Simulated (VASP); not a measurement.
# ScAl (Pm-3m) in VASP: further runs

The runs below take ScAl through single point, with PBEsol.

Program: VASP 6.6.1. These are calculated values, not measurements. Logs are shortened: lines on timing, memory, paths and dates and some standing lists are left out, and cuts for length are marked.

### Step 1. The cell of the first run

Symmetry: Pm-3m, No. 221, cubic system. Conventional cell: a = 3.276 Å, b = 3.276 Å, c = 3.276 Å, α = 90.00°, β = 90.00°, γ = 90.00°. Within 3.7 Å of Sc (site symmetry m-3m) lie 8 Al at 2.84 Å and 6 Sc at 3.28 Å. Within 3.7 Å of Al (site symmetry m-3m) lie 8 Sc at 2.84 Å and 6 Al at 3.28 Å.

### Step 2. Single point, PBEsol (volume scaled by 0.94)

The input, INCAR:

```
PREC = Accurate ; ENCUT = 520
EDIFF = 1E-6 ; ISMEAR = 0
SIGMA = 0.1 ; LREAL = F
LASPH = T ; NELM = 80
ALGO = Fast ; ISIF = 2
LWAVE = F ; LCHARG = T
GGA = PS ; LELF = T
LVHAR = T ; NBANDS = 14
```

The input, KPOINTS:

```
Automatic mesh
0
Gamma
  12 12 12
```

The input, POSCAR:

```
ScAl
1.0
    3.2761315970      0.0000000000      0.0000000000
    0.0000000000      3.2761315970      0.0000000000
    0.0000000000      0.0000000000      3.2761315970
Sc Al
1 1
Direct
    0.5000000000      0.5000000000      0.5000000000
    0.0000000000      0.0000000000      0.0000000000
```

Potentials or basis: VASP PAW PBE potentials, release 64 (Sc_sv, Al).

On the command line:

```
$ cat potpaw_PBE.64/Sc_sv/POTCAR potpaw_PBE.64/Al/POTCAR > POTCAR
$ mpirun -np 1 vasp_std > vasp.out
```

OUTCAR:

```text
PREC = Accurate
   ENCUT = 520
   EDIFF = 1E-6
   ISMEAR = 0
   LREAL = F
   LASPH = T
   NELM = 80
   ISIF = 2
   GGA = PS

 ion  position               nearest neighbor table
   1  0.500  0.500  0.500-   2 2.84   2 2.84   2 2.84   2 2.84   2 2.84   2 2.84   2 2.84   2 2.84

   2  0.000  0.000  0.000-   1 2.84   1 2.84   1 2.84   1 2.84   1 2.84   1 2.84   1 2.84   1 2.84

  LATTYP: Found a simple cubic cell.
 ALAT       =     3.2761315970

  Lattice vectors:

 A1 = (   3.2761315970,   0.0000000000,   0.0000000000)
 A2 = (   0.0000000000,   3.2761315970,   0.0000000000)
 A3 = (   0.0000000000,   0.0000000000,   3.2761315970)

Analysis of symmetry for initial positions (statically):
=====================================================================
 Subroutine PRICEL returns:
 Original cell was already a primitive cell.

 Routine SETGRP: Setting up the symmetry group for a
 simple cubic supercell.

 Subroutine GETGRP returns: Found 48 space group operations
[... 9 lines left out ...]

 Routine SETGRP: Setting up the symmetry group for a
 simple cubic supercell.

 Subroutine GETGRP returns: Found 48 space group operations
[... 11 lines left out ...]
                                     Primitive cell

  volume of cell :      35.1628

  direct lattice vectors                    reciprocal lattice vectors
     3.276131597  0.000000000  0.000000000     0.305238044  0.000000000  0.000000000
     0.000000000  3.276131597  0.000000000     0.000000000  0.305238044  0.000000000
     0.000000000  0.000000000  3.276131597     0.000000000  0.000000000  0.305238044

  length of vectors
     3.276131597  3.276131597  3.276131597     0.305238044  0.305238044  0.305238044

  position of ions in fractional coordinates (direct lattice)
[... 8 lines left out ...]
----------------------------------------------------------------------------------------

 KPOINTS: Automatic mesh

Automatic generation of k-mesh.
 Grid dimensions read from file:
 generate k-points for:   12   12   12

 Generating k-lattice:

  Cartesian coordinates                     Fractional coordinates (reciprocal lattice)
     0.025436504  0.000000000  0.000000000     0.083333333  0.000000000  0.000000000
     0.000000000  0.025436504  0.000000000     0.000000000  0.083333333  0.000000000
     0.000000000  0.000000000  0.025436504     0.000000000  0.000000000  0.083333333

  Length of vectors
     0.025436504  0.025436504  0.025436504

  Shift w.r.t. Gamma in fractional coordinates (k-lattice)
     0.000000000  0.000000000  0.000000000

 Subroutine IBZKPT returns following result:
 ===========================================

 Found     84 irreducible k-points:

[... 51 lines left out ...]
   ISIF   =      2    stress and relaxation
   ISYM   =      2    0-nonsym 1-usesym 2-fastsym
   POTIM  = 0.5000    time-step for ionic-motion
   TEBEG  =    0.0;   TEEND  =   0.0 temperature during run
   PSTRESS=    0.0 pullay stress
   NELECT =      14.0000    total number of electrons
   NUPDOWN=      -1.0000    fix difference up-down
   EMIN   =  10.00;   EMAX   =-10.00  energy-range for DOS
   EFERMI =   0.00;   METHOD = LEGACY
   ISMEAR =     0;   SIGMA  =   0.10  broadening in eV -4-tet -1-fermi 0-gaus
   EFERMI_NEDOS =   21; number of points for ismear=-14 and -15
   IALGO  =     68    algorithm
   IMIX   =      4    mixing-type and parameters
     AMIX     =   0.40;   BMIX     =  1.00
     AMIX_MAG =   1.60;   BMIX_MAG =  1.00
  volume/ion in A,a.u.               =      17.58       118.65
  Fermi-wavevector in a.u.,A,eV,Ry     =   1.204360  2.275910 19.735006  1.450482
  Thomas-Fermi vector in A             =   2.340087
   LORBIT       =      0    0 simple, 1 ext, 2 COOP (PROOUT), +10 PAW based schemes
   GGA     = PS    functional components
   LHFCALC =     F    Hartree Fock is set to
   AEXX    =    0.0000 exact exchange contribution
   IVDW    =     0    specifies the selected vdW correction
   LEPSILON=     F    determine dielectric tensor
   LRPA    =     F    only Hartree local field effects (RPA)
 non-spin polarized calculation
 RMM-DIIS sequential band-by-band and
 Gauss-broadening in eV      SIGMA  =   0.10
  energy-cutoff  :      520.00
  volume of cell :       35.16
 maximum number of plane-waves:       968
   NGX = 13   NGY = 13   NGZ = 13

 number of electron      13.9999995 magnetization

 Free energy of the ion-electron system (eV)
  ---------------------------------------------------
  ext. energy  EPLUGINS =         0.00000000
  ---------------------------------------------------
  free energy    TOTEN  =       -11.58395425 eV

  energy without entropy =      -11.58087409  energy(sigma->0) =      -11.58241417

 E-fermi :   6.6239     XC(G=0): -10.7567

 val. band max:        6.6211089009   @ k =   0.5000   0.5000   0.5000
 cond. band min:       6.7086725093   @ k =   0.5000   0.1667   0.0000
 fundamental gap:      0.0875636084
 Fermi energy:         6.6239344544

 k-point     1 :       0.0000    0.0000    0.0000
  band No.  band energies     occupation
      1     -42.3317      2.00000
      2     -21.0055      2.00000
      3     -21.0055      2.00000
      4     -21.0055      2.00000
      5      -2.1316      2.00000
      6       5.8247      2.00000
      7       5.8247      2.00000
      8       9.6172      0.00000
      9       9.6172      0.00000
     10       9.6172      0.00000
     11      10.7743      0.00000
     12      10.7743      0.00000
     13      10.7743      0.00000
     14      15.7702      0.00000
[... 377 lines left out ...]
      1     -42.2950      2.00000
      2     -21.2099      2.00000
      3     -21.1605      2.00000
      4     -20.9677      2.00000
      5       1.2327      2.00000
      6       3.8508      2.00000
      7       5.2341      2.00000
      8       6.9332      0.00001
      9       8.1024      0.00000
     10       8.5632      0.00000
     11      10.6646      0.00000
     12      12.1358      0.00000
     13      13.1063      0.00000
     14      14.7088      0.00000

 [... further k-points ...]
[... 5 lines left out ...]
  --------------------------------------------------------------------------------------
  -------------------------------------------------------------------------------------
  Total        1.2973730      1.2973730      1.2973730      0.0000000      0.0000000     -0.0000000
  in kB       59.1141479     59.1141479     59.1141479      0.0000000      0.0000000     -0.0000000
  external PRESSURE =      59.1141479 kB  Pullay stress =       0.0000000 kB

 VOLUME and BASIS-vectors are now :
 -----------------------------------------------------------------------------
  energy-cutoff  :      520.00
  volume of cell :       35.16
      direct lattice vectors                 reciprocal lattice vectors
     3.276131597  0.000000000  0.000000000     0.305238044  0.000000000  0.000000000
     0.000000000  3.276131597  0.000000000     0.000000000  0.305238044  0.000000000
     0.000000000  0.000000000  3.276131597     0.000000000  0.000000000  0.305238044

 POSITION                                       TOTAL-FORCE (eV/Angst)
 -----------------------------------------------------------------------------------
      1.63807      1.63807      1.63807         0.000000      0.000000      0.000000
      0.00000      0.00000      0.00000         0.000000      0.000000      0.000000
 -----------------------------------------------------------------------------------
    total drift:                                0.000000     -0.000000     -0.000000

  FREE ENERGIE OF THE ION-ELECTRON SYSTEM (eV)
  ---------------------------------------------------
  free  energy   TOTEN  =       -11.5839542524 eV

  energy  without entropy=      -11.5808740928  energy(sigma->0) =      -11.58241417
```

OSZICAR:

```text
N       E                     dE             d eps       ncg     rms          rms(c)
DAV:   1     0.120150940270E+03    0.12015E+03   -0.67333E+03  2422   0.965E+02
DAV:   2    -0.948720797398E+01   -0.12964E+03   -0.12609E+03  2366   0.314E+02
DAV:   3    -0.126328243452E+02   -0.31456E+01   -0.30733E+01  3466   0.611E+01
DAV:   4    -0.126984636413E+02   -0.65639E-01   -0.65610E-01  2880   0.740E+00
DAV:   5    -0.127012044649E+02   -0.27408E-02   -0.27408E-02  3500   0.133E+00    0.855E+00
RMM:   6    -0.116076434847E+02    0.10936E+01   -0.13291E+00  2436   0.133E+01    0.238E+00
RMM:   7    -0.115961003980E+02    0.11543E-01   -0.80561E-01  3102   0.584E+00    0.908E-01
RMM:   8    -0.115841433074E+02    0.11957E-01   -0.52819E-02  2803   0.283E+00    0.834E-01
RMM:   9    -0.115849329480E+02   -0.78964E-03   -0.35410E-02  3203   0.128E+00    0.241E-01
RMM:  10    -0.115839698940E+02    0.96305E-03   -0.36525E-03  2818   0.771E-01    0.182E-01
RMM:  11    -0.115839784663E+02   -0.85723E-05   -0.12896E-03  3478   0.284E-01    0.364E-02
RMM:  12    -0.115839622245E+02    0.16242E-04   -0.15214E-04  3579   0.106E-01    0.331E-02
RMM:  13    -0.115839563860E+02    0.58385E-05   -0.33384E-05  3372   0.507E-02    0.747E-02
RMM:  14    -0.115839547742E+02    0.16119E-05   -0.49894E-06  3018   0.287E-02    0.409E-02
RMM:  15    -0.115839542524E+02    0.52179E-06   -0.16518E-06  2352   0.219E-02
   1 F= -.11583954E+02 E0= -.11582414E+02  d E =-.308016E-02
```

stdout:

```text
POSCAR found type information on POSCAR ScAl
 POSCAR found :  2 types and       2 ions
 scaLAPACK will be used
 -----------------------------------------------------------------------------
|                                                                             |
|                                                                             |
|     You enforced a specific xc type in the INCAR file but a different       |
|     I HOPE YOU KNOW WHAT YOU ARE DOING!                                     |
|                                                                             |
 -----------------------------------------------------------------------------

 LDA part: xc-table for (Slater+PW92), standard interpolation
 POSCAR, INCAR and KPOINTS ok, starting setup
 FFT: planning ... GRIDC
 FFT: planning ... GRID_SOFT
 FFT: planning ... GRID
 WAVECAR not read
 entering main loop
```

Run time: 11 s. Hardware: 1 thread of Intel Xeon 6975P-C (Granite Rapids), shared host; peak memory 0.16 GiB.

What came out:

| Quantity | Value |
| --- | --- |
| Free energy | -11.5840 eV |
| Pressure | 5.9 GPa |
| Band gap on the k mesh | zero (band 7 reaches 6.96 eV, above the bottom of band 8 at 5.76 eV) |

Levels at points of the mesh, in eV from the Fermi level:
| k point | band 5 | band 6 | band 7 | band 8 | band 9 | band 10 |
| --- | --- | --- | --- | --- | --- | --- |
| (0.00, 0.00, 0.00) | -8.76 | -0.80 | -0.80 | 2.99 | 2.99 | 2.99 |
| (0.50, 0.00, 0.00) | -5.71 | -4.73 | 0.25 | 0.87 | 0.87 | 3.26 |
| (0.50, 0.50, 0.00) | -4.86 | -1.81 | -1.81 | -0.86 | 1.65 | 1.65 |
| (0.50, 0.50, 0.50) | -2.74 | -2.74 | -2.74 | 0.00 | 3.20 | 3.20 |

Caveat: the cell differs from its parent crystal (volume scaled by 0.94); the PAW data sets were made with another functional, which shifts forces and pressure a little.

### Step 3. Single point, PBEsol (volume scaled by 0.97)

The input, INCAR:

```
SYSTEM = ScAl
ALGO     = Normal         ! electronic algorithm
EDIFF    = 1E-6           ! SCF threshold, eV
ENCUT    = 520            ! plane-wave cutoff, eV
GGA      = PS             ! functional
ISIF     = 2              ! what is computed and relaxed
ISMEAR   = 0              ! smearing method
LASPH    = .True.         ! aspherical terms in the spheres
LCHARG   = .False.        ! write CHGCAR
LREAL    = .False.        ! projectors in reciprocal space
LWAVE    = .False.        ! write WAVECAR
NBANDS   = 14             ! bands
NELM     = 100            ! most SCF steps
PREC     = Accurate       ! precision mode
SIGMA    = 0.1            ! smearing width, eV
```

The input, KPOINTS:

```
k-points
0
Gamma
  12 12 12
  0 0 0
```

The input, POSCAR:

```
ScAl
1.0
    3.3106197272      0.0000000000      0.0000000000
    0.0000000000      3.3106197272      0.0000000000
    0.0000000000      0.0000000000      3.3106197272
Sc Al
1 1
Direct
    0.5000000000      0.5000000000      0.5000000000
    0.0000000000      0.0000000000      0.0000000000
```

Potentials or basis: VASP PAW PBE potentials, release 64 (Sc_sv, Al).

On the command line:

```
$ cat potpaw_PBE.64/Sc_sv/POTCAR potpaw_PBE.64/Al/POTCAR > POTCAR
$ mpirun -np 1 vasp_std > vasp.out
```

Run time: 18 s. Hardware: 1 thread of Intel Xeon 6975P-C (Granite Rapids), shared host; peak memory 0.18 GiB.

It converged, with:

```yaml
Free_energy: -11.6147 eV
Pressure: 2.8 GPa
Band_gap_on_the_k_mesh: zero (band 7 reaches 6.71 eV, above the bottom of band 8 at 5.52 eV)
```

Levels at points of the mesh, in eV from the Fermi level:
| k point | band 3 | band 4 | band 5 | band 6 | band 7 | band 8 | band 9 | band 10 | band 11 | band 12 |
| --- | --- | --- | --- | --- | --- | --- | --- | --- | --- | --- |
| (0.00, 0.00, 0.00) | -27.72 | -27.72 | -8.64 | -0.74 | -0.74 | 2.89 | 2.89 | 2.89 | 4.00 | 4.00 |
| (0.50, 0.00, 0.00) | -27.70 | -27.70 | -5.69 | -4.66 | 0.27 | 0.84 | 0.84 | 3.15 | 4.10 | 6.12 |
| (0.50, 0.50, 0.00) | -27.91 | -27.68 | -4.79 | -1.82 | -1.82 | -0.85 | 1.61 | 1.61 | 3.96 | 5.35 |
| (0.50, 0.50, 0.50) | -27.88 | -27.88 | -2.66 | -2.66 | -2.66 | -0.17 | 3.09 | 3.09 | 3.09 | 4.04 |

Caveat: the cell differs from its parent crystal (volume scaled by 0.97); the PAW data sets were made with another functional, which shifts forces and pressure a little.

### Step 4. Single point, PBEsol

This run uses another cell than the first one, of 18.70 Å³/atom, 1.064 times its volume.

The input, INCAR:

```
ALGO = Normal
EDIFF = 1E-6
ENCUT = 520
GGA = PS
ISIF = 2
ISMEAR = 0
LASPH = T
LCHARG = F
LREAL = F
LWAVE = F
NBANDS = 14
NELM = 100
PREC = Accurate
SIGMA = 0.1
```

The input, KPOINTS:

```
k-points
0
Gamma
  12 12 12
```

The input, POSCAR:

```
ScAl
1.0
    3.3444038945      0.0000000000      0.0000000000
    0.0000000000      3.3444038945      0.0000000000
    0.0000000000      0.0000000000      3.3444038945
Sc Al
1 1
Direct
    0.5000000000      0.5000000000      0.5000000000
    0.0000000000      0.0000000000      0.0000000000
```

On the command line:

```
$ cat potpaw_PBE.64/Sc_sv/POTCAR potpaw_PBE.64/Al/POTCAR > POTCAR
$ mpirun -np 1 vasp_std > vasp.out
```

It took 16 s on 1 thread of Intel Xeon 6975P-C (Granite Rapids), shared host; peak memory 0.18 GiB.

It converged, with:

```yaml
Free_energy: -11.6251 eV
Pressure: 0.1 GPa
Band_gap_on_the_k_mesh: zero (band 7 reaches 6.48 eV, above the bottom of band 8 at 5.29 eV)
```

Levels at points of the mesh, in eV from the Fermi level:
```csv
k point,band 4,band 5,band 6,band 7,band 8,band 9,band 10,band 11
"(0.00, 0.00, 0.00)",-27.82,-8.53,-0.69,-0.69,2.80,2.80,2.80,3.85
"(0.50, 0.00, 0.00)",-27.80,-5.67,-4.60,0.27,0.81,0.81,3.04,3.94
"(0.50, 0.50, 0.00)",-27.78,-4.73,-1.83,-1.83,-0.84,1.57,1.57,3.82
"(0.50, 0.50, 0.50)",-27.96,-2.59,-2.59,-2.59,-0.32,2.98,2.98,2.98
```

Caveat: the PAW data sets were made with another functional, which shifts forces and pressure a little.

(Continued in part 2 of 2.)
